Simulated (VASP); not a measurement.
# KCl (I4/mmm) in VASP: notebook, part 2 of 2

VASP 6.6.1.

## 3. G0W0 quasiparticle levels, PBE

This run uses another cell than the first one, of 32.22 Å³/atom, 0.986 times its volume.

File POSCAR:

```
KCl
1.0
    0.0000000000      3.2077452785      3.1309017200
    3.2077452785      0.0000000000      3.1309017200
    3.2077452785      3.2077452785      0.0000000000
K Cl
1 1
Direct
    0.0000000000      0.0000000000      0.0000000000
    0.5000000000      0.5000000000      0.5000000000
```

File INCAR.step1:

```
SYSTEM = KCl
PREC = Accurate
ENCUT = 500
EDIFF = 1E-8
ISMEAR = 0
SIGMA = 0.01
LREAL = .FALSE.
LASPH = .TRUE.
NELM = 80
ALGO = Normal
LWAVE = .TRUE.
LCHARG = .FALSE.
GGA = PE
```

File INCAR.step2:

```
SYSTEM = KCl
PREC = Accurate
ENCUT = 500
EDIFF = 1E-8
ISMEAR = 0
SIGMA = 0.01
LREAL = .FALSE.
LASPH = .TRUE.
NELM = 1
ALGO = Exact
LWAVE = .TRUE.
LCHARG = .FALSE.
GGA = PE
NBANDS = 276
LOPTICS = .TRUE.
ISTART = 1
```

File INCAR.step3:

```
SYSTEM = KCl
PREC = Accurate
ENCUT = 500
EDIFF = 1E-8
ISMEAR = 0
SIGMA = 0.01
LREAL = .FALSE.
LASPH = .TRUE.
ALGO = EVGW0
LWAVE = .FALSE.
LCHARG = .FALSE.
GGA = PE
NELMGW = 1
NBANDS = 276
ENCUTGW = 150.0
NOMEGA = 48
PRECFOCK = Fast
ISTART = 1
NBANDSGW = 16
```

File KPOINTS:

```
regular mesh
0
G
  4 4 4
  0 0 0
```

Potentials or basis: VASP PAW PBE potentials, release 64 (K_sv_GW, Cl_GW).

Command:

```bash
$ cat potpaw_PBE.64/K_sv_GW/POTCAR potpaw_PBE.64/Cl_GW/POTCAR > POTCAR
$ cp INCAR.step1 INCAR
$ mpirun -np 1 vasp_std > vasp.out
$ cp INCAR.step2 INCAR
$ mpirun -np 1 vasp_std > vasp.out
$ cp INCAR.step3 INCAR
$ mpirun -np 1 vasp_std > vasp.out
```

OUTCAR:

```text
SYSTEM = KCl
   PREC = Accurate
   ENCUT = 500
   EDIFF = 1E-8
   ISMEAR = 0
   LREAL = .FALSE.
   LASPH = .TRUE.
   GGA = PE
   NELMGW = 1
   ENCUTGW = 150.0
   PRECFOCK = Fast
   ISTART = 1

 ion  position               nearest neighbor table
   1  0.000  0.000  0.000-
   2  0.500  0.500  0.500-

  LATTYP: Found a body centered tetragonal cell.
 ALAT       =     4.5364368775
 C/A-ratio  =     1.3803351858

  Lattice vectors:

 A1 = (   0.0000000000,  -3.2077452785,  -3.1309017200)
 A2 = (   0.0000000000,   3.2077452785,  -3.1309017200)
 A3 = (   3.2077452785,   0.0000000000,   3.1309017200)

Analysis of symmetry for initial positions (statically):
=====================================================================
 Subroutine PRICEL returns:
 Original cell was already a primitive cell.

 Routine SETGRP: Setting up the symmetry group for a
 body centered tetragonal supercell.

 Subroutine GETGRP returns: Found 16 space group operations
 (whereof 16 operations were pure point group operations)
 out of a pool of 16 trial point group operations.

The static configuration has the point symmetry D_4h.

Analysis of symmetry for dynamics (positions and initial velocities):
=====================================================================
 Subroutine PRICEL returns:
 Original cell was already a primitive cell.

 Routine SETGRP: Setting up the symmetry group for a
 body centered tetragonal supercell.

 Subroutine GETGRP returns: Found 16 space group operations
[... 84 lines left out ...]
   ICHARG =      0    charge: 1-file 2-atom 10-const
   ISPIN  =      1    spin polarized calculation?
   LNONCOLLINEAR =      F non collinear calculations
   LSORBIT =      F    spin-orbit coupling
   LASPH  =      T    aspherical Exc in radial PAW
   ENCUT  =  500.0 eV  36.75 Ry    6.06 a.u.   8.17  8.17  8.27*2*pi/ulx,y,z
   NELM   =     60;   NELMIN=  2; NELMDL=  0     # of ELM steps
   EDIFF  = 0.1E-07   stopping-criterion for ELM
   LREAL  =      F    real-space projection
   EDIFFG = 0.1E-06   stopping-criterion for IOM
   NSW    =      0    number of steps for IOM
   IBRION =     -1    ionic relax: 0-MD 1-quasi-New 2-CG
   NFREE  =      0    steps in history (QN), initial steepest desc. (CG)
   ISIF   =      0    stress and relaxation
   ISYM   =      3    0-nonsym 1-usesym 2-fastsym
   POTIM  = 0.5000    time-step for ionic-motion
   TEBEG  =    0.0;   TEEND  =   0.0 temperature during run
   PSTRESS=    0.0 pullay stress
   NELECT =      16.0000    total number of electrons
   NUPDOWN=      -1.0000    fix difference up-down
   EMIN   =  10.00;   EMAX   =-10.00  energy-range for DOS
   EFERMI =   0.00;   METHOD = LEGACY
   ISMEAR =     0;   SIGMA  =   0.01  broadening in eV -4-tet -1-fermi 0-gaus
   EFERMI_NEDOS =   21; number of points for ismear=-14 and -15
   IALGO  =     38    algorithm
   IMIX   =      4    mixing-type and parameters
     AMIX     =   0.40;   BMIX     =  1.00
     AMIX_MAG =   1.60;   BMIX_MAG =  1.00
  volume/ion in A,a.u.               =      32.22       217.40
  Fermi-wavevector in a.u.,A,eV,Ry     =   1.028999  1.944527 14.406388  1.058840
  Thomas-Fermi vector in A             =   2.163025
   LORBIT       =      0    0 simple, 1 ext, 2 COOP (PROOUT), +10 PAW based schemes
   GGA     = PE    functional components
   LHFCALC =     T    Hartree Fock is set to
   PRECFOCK=fast      Normal, Fast or Accurate (Low or Medium for compatibility)
   ENCUT4O =  -1.0   cutoff for four orbital integrals eV
   NKREDX  =     1    reduce k-point grid by
   NKREDY  =     1    reduce k-point grid by
   NKREDZ  =     1    reduce k-point grid by
   AEXX    =    1.0000 exact exchange contribution
   HFSCREEN=    0.0000 screening length (either q_TF or 0.3 A-1)
   HFSCREENC=   0.0000 screening length for correlation (either q_TF or 0.3 A-1)
   ENCUTFOCK=  -1.0 apply spherical cutoff to Coloumb kernel
   IVDW    =     0    specifies the selected vdW correction
   LEPSILON=     F    determine dielectric tensor
   LRPA    =     F    only Hartree local field effects (RPA)
   LRPAFORCE           =     F    calculate RPA forces
   ENCUTGW             = 150.0    cutoff for response function in eV
   ENCUTGWSOFT         = 120.0    soft cutoff for Coulomb kernel in GW response function in eV
   ENCUTLF             =  -1.0    cutoff for local field effects
   NELMGW              =     1    number of iterations in solving QP/BSE equation
   NELMHF              =     1    number of iterations in the inner HF iteration
   NKREDLFX            =     1    NKREDLFY  =   1   NKREDLFZ  =   1
 non-spin polarized calculation
 Gauss-broadening in eV      SIGMA  =   0.01
  energy-cutoff  :      500.00
  volume of cell :       64.43
 maximum number of plane-waves:      1655
 NGX is ok and might be reduce to    36
  NGX = 18; NGY = 18; NGZ = 18
   NGX = 17   NGY = 17   NGZ = 17
 maximum number of plane-waves:       282
 NGX is ok and might be reduce to    18

 QP shifts <psi_nk| G(iteration)W_0 |psi_nk>: iteration 1
 for sc-GW calculations column KS-energies equals QP-energies in previous step
 and V_xc(KS)=  KS-energies - (<T + V_ion + V_H > + <T+V_H+V_ion>^1  + <V_x>^1)

 k-point   1 :       0.0000    0.0000    0.0000
  band No.  KS-energies  QP-energies   sigma(KS)   V_xc(KS)     V^pw_x(r,r')   Z            occupation Imag(sigma)

      1     -28.0830     -30.0903     -21.7022     -18.5152     -30.7367       0.6299       2.0000       0.7167
      2     -12.8935     -14.5606     -17.4841     -15.1924     -24.3511       0.7275       2.0000       1.3150
      3     -11.5434     -14.8511     -21.8954     -17.8315     -24.6867       0.8139       2.0000       0.1214
      4     -11.5434     -14.8511     -21.8954     -17.8315     -24.6867       0.8139       2.0000       0.1214
      5     -11.5434     -14.8511     -21.8954     -17.8315     -24.6867       0.8139       2.0000       0.1214
      6      -0.8141      -2.9300     -16.7862     -14.1183     -18.5657       0.7931       2.0000       0.1000
[... 235 lines left out ...]
      2     -12.9134     -14.7154     -17.8028     -15.3617     -24.3719       0.7382       2.0000       1.2164
      3     -11.6270     -14.9278     -21.7271     -17.6451     -24.5229       0.8086       2.0000       0.1305
      4     -11.6270     -14.9278     -21.7271     -17.6451     -24.5229       0.8086       2.0000       0.1305
      5     -11.4318     -14.5639     -21.6732     -17.7955     -24.7472       0.8077       2.0000       0.1926
      6      -1.2946      -3.4747     -16.2003     -13.4373     -18.0250       0.7890       2.0000       0.1050
[... 8 lines left out ...]
     15      11.1438      12.7530      -7.7605      -9.6908      -4.3236       0.8336       0.0000      -0.1243
     16      11.6386      13.6157      -7.8773     -10.2662      -4.3418       0.8276       0.0000      -0.1504
```

Run time: 14 min. Hardware: 1 thread of Intel Xeon 6975P-C, shared host; peak memory 1 GiB.

Results:

- Band gap on the k mesh, mean-field level: 5.06 eV, direct
- Quasiparticle gap: 7.88 eV
- Least direct quasiparticle gap: 7.88 eV

Caveat: the k points lie up to 0.43 Å⁻¹ apart; bands, screening cutoff and mesh are small and nothing is extrapolated, so the quasiparticle values aren't converged.
